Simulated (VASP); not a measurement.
Crystal: Sr4TmSi.

```
Sr Tm Si
1.0
     6.05655    0.00000    0.00000
    -3.02827    5.24512    0.00000
     0.00000    0.00000    5.86667
Sr Tm Si
4 1 1
Direct
  0.33333 0.66667 0.50000
  0.66667 0.33333 0.50000
  0.33333 0.66667 0.00000
  0.66667 0.33333 0.00000
  0.00000 0.00000 0.00000
  0.00000 0.00000 0.50000
```

The cell was built from a structure type or drawn by symmetry, and may not be a known phase.

| Item | Value |
| --- | --- |
| Program | VASP 6.6.1 |
| Task | relaxation of cell and atoms |
| Functional | PBE |
| Potentials or basis | VASP PAW PBE potentials, release 64 (Sr_sv, Tm_3, Si), 4f in core |
| Cutoff | 500 eV |
| k mesh | 3 × 3 × 3 |
| Occupations | gaussian, width 0.2 eV |
| Spin | no spin polarisation |

At the start: pressure 4.6 GPa; volume 31.06 Å³/atom.

How do energy, volume and symmetry change on relaxing?

Over 7 steps the energy falls by 176.1 meV/atom and the volume is 39.36 Å³/atom (+26.7 %); space group P6/mmm (No. 191, to 0.1 Å) before and after.

Step by step:
| step | energy change (eV) | largest force (eV/Å) | pressure (GPa) | volume (Å³) |
| --- | --- | --- | --- | --- |
| 1 | 0.0000 | 0.0000 | 4.57 | 186.37 |
| 2 | -0.8848 | 0.0000 | 1.72 | 210.65 |
| 3 | -1.0014 | 0.0000 | 1.12 | 220.59 |
| 4 | -1.0048 | 0.0000 | 0.11 | 240.83 |
| 5 | -1.0372 | 0.0000 | 0.57 | 230.88 |
| 6 | -1.0370 | 0.0000 | 0.61 | 229.96 |
| 7 | -1.0564 | 0.0000 | 0.05 | 236.13 |

Final structure:
```cif
data_structure
_symmetry_space_group_name_H-M 'P 1'
_symmetry_Int_Tables_number 1
_cell_length_a 6.2258
_cell_length_b 6.2258
_cell_length_c 7.0346
_cell_angle_alpha 90.000
_cell_angle_beta 90.000
_cell_angle_gamma 120.000
_cell_volume 236.13
loop_
_atom_site_label
_atom_site_type_symbol
_atom_site_fract_x
_atom_site_fract_y
_atom_site_fract_z
_atom_site_occupancy
Sr1 Sr 0.33333 0.66667 0.50000 1
Sr2 Sr 0.66667 0.33333 0.50000 1
Sr3 Sr 0.33333 0.66667 0.00000 1
Sr4 Sr 0.66667 0.33333 0.00000 1
Tm1 Tm 0.00000 0.00000 0.00000 1
Si1 Si 0.00000 0.00000 0.50000 1
```

Caveat: the k points lie up to 0.39 Å⁻¹ apart in the final cell, too coarse for converged energies and pressures of a metal; the volume moved by over 15 % at a fixed basis, so the end points are rough.
